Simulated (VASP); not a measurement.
Wanted: the native input for a VASP 6.6.1 run.

```
Task                   : single point
Functional             : PBE
Potentials or basis    : VASP PAW PBE potentials, release 64 (K_sv, F)
Cutoff                 : 520 eV
k mesh                 : 8 × 8 × 8
Occupations            : gaussian, width 0.02 eV
Spin                   : no spin polarisation
Dipole correction      : no
Further INCAR settings : ALGO = Normal; EDIFF = 1e-06; NBANDS = 15
```

The structure of KF lies in POSCAR:

```
KF
1.0
    0.0000000000      2.6261686321      2.6261686321
    2.6261686321      0.0000000000      2.6261686321
    2.6261686321      2.6261686321      0.0000000000
K F
1 1
Direct
    0.0000000000      0.0000000000      0.0000000000
    0.5000000000      0.5000000000      0.5000000000
```

One way to write it, as run:

INCAR

```
SYSTEM = KF
PREC = Accurate ; ENCUT = 520
EDIFF = 1E-6 ; ISMEAR = 0
SIGMA = 0.02 ; LREAL = .FALSE.
LASPH = .TRUE. ; NELM = 100
ALGO = Normal ; ISIF = 2
LWAVE = .FALSE. ; LCHARG = .FALSE.
GGA = PE ; NBANDS = 15
```

KPOINTS

```
Automatic mesh
0
G
  8 8 8
  0 0 0
```

Potentials or basis: VASP PAW PBE potentials, release 64 (K_sv, F).

Launch:

```console
$ cat potpaw_PBE.64/K_sv/POTCAR potpaw_PBE.64/F/POTCAR > POTCAR
$ mpirun -np 1 vasp_std > vasp.out
```

Results of the run:

```json
{
 "Pressure": "3.5 GPa",
 "Band gap on the k mesh": "6.45 eV"
}
```

Caveat: the cell stands under pressure.

It took 25 s on 1 thread of Intel Xeon 8259CL (shared host), peak memory 0.16 GiB.
